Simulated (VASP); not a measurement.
# PbSe (Cmcm) in VASP: a series of runs

Runs on PbSe. Level: PBEsol. Tasks: single point.

All numbers are computed with VASP 6.6.1; they aren't measurements. Logs are shortened: lines on timing, memory, paths and dates and some standing lists are left out, and cuts for length are marked.

### 1 The cell of the first run

It takes space group Cmcm (No. 63, orthorhombic). The conventional cell has a = 4.130 Å, b = 11.756 Å, c = 4.265 Å, α = 90.00°, β = 90.00°, γ = 90.00°. Within 3.6 Å of Pb (site symmetry m2m) lie 5 Se at 2.70 to 2.97 Å. Se (site symmetry m2m) has 5 Pb at 2.70 to 2.97 Å within 3.6 Å.

### 2 Single point, PBEsol

The input, INCAR:

```
SYSTEM = PbSe
ALGO     = Normal         ! electronic algorithm
EDIFF    = 1E-7           ! SCF threshold, eV
ENCUT    = 520            ! plane-wave cutoff, eV
GGA      = PS             ! functional
ISIF     = 2              ! what is computed and relaxed
ISMEAR   = 0              ! smearing method
LASPH    = .True.         ! aspherical terms in the spheres
LCHARG   = .True.         ! write CHGCAR
LELF     = .True.         ! ELF
LREAL    = .False.        ! projectors in reciprocal space
LVHAR    = .True.       
LWAVE    = .False.        ! write WAVECAR
NBANDS   = 28             ! bands
NELM     = 60             ! most SCF steps
PREC     = Accurate       ! precision mode
SIGMA    = 0.01           ! smearing width, eV
```

The input, KPOINTS:

```
k-points
0
Gamma
  6 6 4
  0 0 0
```

The input, POSCAR:

```
PbSe
1.0
    2.0649836966     -5.8780634270      0.0000000000
    2.0649836966      5.8780634270      0.0000000000
    0.0000000000      0.0000000000      4.2648366530
Pb Se
2 2
Direct
    0.6317607300      0.3682392700      0.7500000000
    0.3682392700      0.6317607300      0.2500000000
    0.8612899600      0.1387100400      0.7500000000
    0.1387100400      0.8612899600      0.2500000000
```

Potentials or basis: VASP PAW PBE potentials, release 64 (Pb_d, Se).

Command:

```
$ cat potpaw_PBE.64/Pb_d/POTCAR potpaw_PBE.64/Se/POTCAR > POTCAR
$ mpirun -np 1 vasp_std > vasp.out
```

OUTCAR:

```text
SYSTEM = PbSe
   EDIFF = 1E-7
   ENCUT = 520
   GGA = PS
   ISIF = 2
   ISMEAR = 0
   LASPH = .True.
   LREAL = .False.
   NELM = 60
   PREC = Accurate

 ion  position               nearest neighbor table
   1  0.632  0.368  0.750-   3 2.70   4 2.97   4 2.97   4 2.97   4 2.97   2 3.76   2 3.76   2 4.07
                             2 4.07   2 4.07   2 4.07
   2  0.368  0.632  0.250-   4 2.70   3 2.97   3 2.97   3 2.97   3 2.97   1 3.76   1 3.76   1 4.07
                             1 4.07   1 4.07   1 4.07
   3  0.861  0.139  0.750-   1 2.70   2 2.97   2 2.97   2 2.97   2 2.97
   4  0.139  0.861  0.250-   2 2.70   1 2.97   1 2.97   1 2.97   1 2.97

  LATTYP: Found a base centered orthorhombic cell.
 ALAT       =     4.1299673932
 B/A-ratio  =     2.8465422931
 C/A-ratio  =     1.0326562529

  Lattice vectors:

 A1 = (   2.0649836966,  -5.8780634270,   0.0000000000)
 A2 = (   2.0649836966,   5.8780634270,   0.0000000000)
 A3 = (   0.0000000000,   0.0000000000,   4.2648366530)

Analysis of symmetry for initial positions (statically):
=====================================================================
 Subroutine PRICEL returns:
 Original cell was already a primitive cell.

 Routine SETGRP: Setting up the symmetry group for a
 base centered orthorhombic supercell.

 Subroutine GETGRP returns: Found  8 space group operations
 (whereof  4 operations were pure point group operations)
 out of a pool of  8 trial point group operations.

The static configuration has the point symmetry C_2h.
 The point group associated with its full space group is D_2h.

Analysis of symmetry for dynamics (positions and initial velocities):
=====================================================================
 Subroutine PRICEL returns:
 Original cell was already a primitive cell.

 Routine SETGRP: Setting up the symmetry group for a
 base centered orthorhombic supercell.

 Subroutine GETGRP returns: Found  8 space group operations
 (whereof  4 operations were pure point group operations)
 out of a pool of  8 trial point group operations.

The dynamic configuration has the point symmetry C_2h.
 The point group associated with its full space group is D_2h.

 Subroutine INISYM returns: Found  8 space group operations
 (whereof  4 operations are pure point group operations),
 and found     1 'primitive' translations

----------------------------------------------------------------------------------------

                                     Primitive cell

[... 89 lines left out ...]
   LNONCOLLINEAR =      F non collinear calculations
   LSORBIT =      F    spin-orbit coupling
   LASPH  =      T    aspherical Exc in radial PAW
   ENCUT  =  520.0 eV  38.22 Ry    6.18 a.u.  11.58 11.58  7.93*2*pi/ulx,y,z
   NELM   =     60;   NELMIN=  2; NELMDL= -5     # of ELM steps
   EDIFF  = 0.1E-06   stopping-criterion for ELM
   LREAL  =      F    real-space projection
   EDIFFG = 0.1E-05   stopping-criterion for IOM
   NSW    =      0    number of steps for IOM
   IBRION =     -1    ionic relax: 0-MD 1-quasi-New 2-CG
   NFREE  =      0    steps in history (QN), initial steepest desc. (CG)
   ISIF   =      2    stress and relaxation
   ISYM   =      2    0-nonsym 1-usesym 2-fastsym
   POTIM  = 0.5000    time-step for ionic-motion
   TEBEG  =    0.0;   TEEND  =   0.0 temperature during run
   PSTRESS=    0.0 pullay stress
   NELECT =      40.0000    total number of electrons
   NUPDOWN=      -1.0000    fix difference up-down
   EMIN   =  10.00;   EMAX   =-10.00  energy-range for DOS
   EFERMI =   0.00;   METHOD = LEGACY
   ISMEAR =     0;   SIGMA  =   0.01  broadening in eV -4-tet -1-fermi 0-gaus
   EFERMI_NEDOS =   21; number of points for ismear=-14 and -15
   IALGO  =     38    algorithm
   IMIX   =      4    mixing-type and parameters
     AMIX     =   0.40;   BMIX     =  1.00
     AMIX_MAG =   1.60;   BMIX_MAG =  1.00
  volume/ion in A,a.u.               =      25.88       174.67
  Fermi-wavevector in a.u.,A,eV,Ry     =   1.192341  2.253197 19.343084  1.421677
  Thomas-Fermi vector in A             =   2.328381
   LORBIT       =      0    0 simple, 1 ext, 2 COOP (PROOUT), +10 PAW based schemes
   GGA     = PS    functional components
   LHFCALC =     F    Hartree Fock is set to
   AEXX    =    0.0000 exact exchange contribution
   IVDW    =     0    specifies the selected vdW correction
   LEPSILON=     F    determine dielectric tensor
   LRPA    =     F    only Hartree local field effects (RPA)
 non-spin polarized calculation
 Gauss-broadening in eV      SIGMA  =   0.01
  energy-cutoff  :      520.00
  volume of cell :      103.53
 maximum number of plane-waves:      2812
 NGX is ok and might be reduce to    48
   NGX = 23   NGY = 23   NGZ = 15

 number of electron      40.0000004 magnetization

 Free energy of the ion-electron system (eV)
  ---------------------------------------------------
  ext. energy  EPLUGINS =         0.00000000
  ---------------------------------------------------
  free energy    TOTEN  =       -17.48681913 eV

  energy without entropy =      -17.48681913  energy(sigma->0) =      -17.48681913

 E-fermi :   5.7191     XC(G=0): -10.2093

 val. band max:        5.5985395421   @ k =   0.0000   0.0000   0.5000
 cond. band min:       6.5568646404   @ k =   0.5000   0.5000   0.0000
 fundamental gap:      0.9583250982
 Fermi energy:         5.7191315868

 k-point     1 :       0.0000    0.0000    0.0000
  band No.  band energies     occupation
      1     -11.0428      2.00000
      2     -10.8545      2.00000
      3     -10.8432      2.00000
      4     -10.8340      2.00000
      5     -10.8076      2.00000
      6     -10.8023      2.00000
[... 733 lines left out ...]
     27      12.4719      0.00000
     28      13.4172      0.00000

 [... further k-points ...]
[... 5 lines left out ...]
  --------------------------------------------------------------------------------------
  -------------------------------------------------------------------------------------
  Total        3.7679971      3.7335986      3.6590316      0.0000000     -0.0000000      0.0000000
  in kB       58.3093024     57.7769905     56.6230754      0.0000000     -0.0000000      0.0000000
  external PRESSURE =      57.5697894 kB  Pullay stress =       0.0000000 kB

 VOLUME and BASIS-vectors are now :
 -----------------------------------------------------------------------------
  energy-cutoff  :      520.00
  volume of cell :      103.53
      direct lattice vectors                 reciprocal lattice vectors
     2.064983697 -5.878063427  0.000000000     0.242132662 -0.085062029  0.000000000
     2.064983697  5.878063427  0.000000000     0.242132662  0.085062029  0.000000000
     0.000000000  0.000000000  4.264836653     0.000000000  0.000000000  0.234475569

 POSITION                                       TOTAL-FORCE (eV/Angst)
 -----------------------------------------------------------------------------------
      2.06498     -1.54900      3.19863         0.000000      0.744345      0.000000
      2.06498      1.54900      1.06621         0.000000     -0.744345      0.000000
      2.06498     -4.24737      3.19863         0.000000     -0.612455      0.000000
      2.06498      4.24737      1.06621         0.000000      0.612455     -0.000000
 -----------------------------------------------------------------------------------
    total drift:                                0.000000     -0.000000     -0.000000

  FREE ENERGIE OF THE ION-ELECTRON SYSTEM (eV)
  ---------------------------------------------------
  free  energy   TOTEN  =       -17.4868191322 eV

  energy  without entropy=      -17.4868191322  energy(sigma->0) =      -17.48681913
```

OSZICAR:

```text
N       E                     dE             d eps       ncg     rms          rms(c)
DAV:   1     0.413286649668E+03    0.41329E+03   -0.19061E+04  2184   0.154E+03
DAV:   2     0.256826891305E+02   -0.38760E+03   -0.37599E+03  2196   0.403E+02
DAV:   3    -0.161537719669E+02   -0.41836E+02   -0.40860E+02  2832   0.150E+02
DAV:   4    -0.178825193251E+02   -0.17287E+01   -0.17229E+01  2616   0.317E+01
DAV:   5    -0.179402133827E+02   -0.57694E-01   -0.57689E-01  2828   0.614E+00    0.436E+00
DAV:   6    -0.175029425154E+02    0.43727E+00   -0.87208E-01  3028   0.749E+00    0.258E+00
DAV:   7    -0.174891277837E+02    0.13815E-01   -0.29732E-01  3196   0.257E+00    0.124E+00
DAV:   8    -0.174886334569E+02    0.49433E-03   -0.42574E-02  3152   0.185E+00    0.167E-01
DAV:   9    -0.174867577827E+02    0.18757E-02   -0.89954E-03  3012   0.879E-01    0.406E-02
DAV:  10    -0.174868177600E+02   -0.59977E-04   -0.68640E-04  2388   0.135E-01    0.255E-02
DAV:  11    -0.174868192295E+02   -0.14695E-05   -0.63206E-05  3380   0.598E-02    0.111E-02
DAV:  12    -0.174868191689E+02    0.60523E-07   -0.38307E-06  2676   0.146E-02    0.321E-03
DAV:  13    -0.174868191322E+02    0.36748E-07   -0.43041E-07  2052   0.598E-03
   1 F= -.17486819E+02 E0= -.17486819E+02  d E =-.545849E-67
```

Run time: 90 s. Hardware: 1 thread of Intel Xeon Platinum 8259CL at 2.50GHz (Skylake/Cascade Lake), shared host; peak memory 0.29 GiB.

What came out:

```yaml
Free_energy: -17.4868 eV
Pressure: 5.8 GPa
Largest_force: 0.744 eV/Å
Band_gap_on_the_k_mesh: 0.96 eV, indirect (least direct gap 1.38 eV)
```

Forces on the atoms (eV/Å):
```
Pb   0.000  0.744  0.000
Pb   0.000 -0.744  0.000
Se   0.000 -0.612  0.000
Se   0.000  0.612  0.000
```

Levels at points of the mesh, in eV from the valence-band top:
```csv
k point,band 18,band 19,band 20,band 21,band 22,band 23
"(0.00, 0.00, 0.00)",-2.06,-1.74,-0.60,4.06,4.57,4.94
"(0.50, 0.00, 0.00)",-1.29,-0.48,-0.38,1.47,1.49,1.68
"(0.50, 0.50, 0.00)",-2.02,-1.51,-0.81,0.96,4.12,4.48
"(0.00, 0.00, 0.50)",-1.22,0.00,0.00,1.38,1.38,2.20
"(0.50, 0.00, 0.50)",-3.83,-1.64,-1.64,3.07,3.07,5.88
"(0.50, 0.50, 0.50)",-1.28,-0.57,-0.57,1.48,1.48,2.80
```

Caveat: the PAW data sets were made with another functional, which shifts forces and pressure a little; spin-orbit coupling is left out, which moves the levels of the heavy elements.

### 3 Single point, PBEsol

This run uses another cell than the first one, of 27.06 Å³/atom, 1.045 times its volume.

The input, INCAR:

```
  PREC = Accurate
  ENCUT = 520
  EDIFF = 1E-6
  ISMEAR = 0
  SIGMA = 0.01
  LREAL = F
  LASPH = T
  NELM = 100
  ALGO = Normal
  ISIF = 2
  LWAVE = F
  LCHARG = F
  GGA = PS
  NBANDS = 28
```

The input, KPOINTS:

```
Automatic mesh
0
Gamma
  6 6 4
```

The input, POSCAR:

```
PbSe
1.0
    2.0958088933     -5.9658086532      0.0000000000
    2.0958088933      5.9658086532      0.0000000000
    0.0000000000      0.0000000000      4.3285003173
Pb Se
2 2
Direct
    0.6317607300      0.3682392700      0.7500000000
    0.3682392700      0.6317607300      0.2500000000
    0.8612899600      0.1387100400      0.7500000000
    0.1387100400      0.8612899600      0.2500000000
```

Potentials or basis: VASP PAW PBE potentials, release 64 (Pb_d, Se).

Command:

```
$ cat potpaw_PBE.64/Pb_d/POTCAR potpaw_PBE.64/Se/POTCAR > POTCAR
$ mpirun -np 1 vasp_std > vasp.out
```

Wall time 81 s (1 thread of Intel Xeon Platinum 8259CL at 2.50GHz (Skylake/Cascade Lake), shared host); peak memory 0.3 GiB.

The run converged. Its results:

```
Free energy            : -17.6101 eV
Pressure               : 2.7 GPa
Largest force          : 0.453 eV/Å
Band gap on the k mesh : 1.03 eV, indirect (least direct gap 1.44 eV)
```

Forces on the atoms (eV/Å):
```
Pb   0.000  0.453  0.000
Pb   0.000 -0.453  0.000
Se   0.000 -0.389  0.000
Se   0.000  0.389  0.000
```

Stress tensor (GPa, compression positive):
```
2.66 0.00 0.00
0.00 2.78 0.00
0.00 0.00 2.52
```

Levels at points of the mesh, in eV from the valence-band top:
| k point | band 18 | band 19 | band 20 | band 21 | band 22 | band 23 |
| --- | --- | --- | --- | --- | --- | --- |
| (0.00, 0.00, 0.00) | -1.85 | -1.56 | -0.50 | 4.20 | 4.55 | 4.86 |
| (0.50, 0.00, 0.00) | -1.13 | -0.47 | -0.31 | 1.49 | 1.55 | 1.75 |
| (0.50, 0.50, 0.00) | -1.90 | -1.34 | -0.71 | 1.03 | 4.28 | 4.43 |
| (0.00, 0.00, 0.50) | -1.08 | 0.00 | 0.00 | 1.44 | 1.44 | 2.27 |
| (0.50, 0.00, 0.50) | -3.53 | -1.49 | -1.49 | 3.11 | 3.11 | 5.74 |
| (0.50, 0.50, 0.50) | -1.15 | -0.49 | -0.49 | 1.42 | 1.42 | 2.82 |

Caveat: the PAW data sets were made with another functional, which shifts forces and pressure a little; spin-orbit coupling is left out, which moves the levels of the heavy elements.
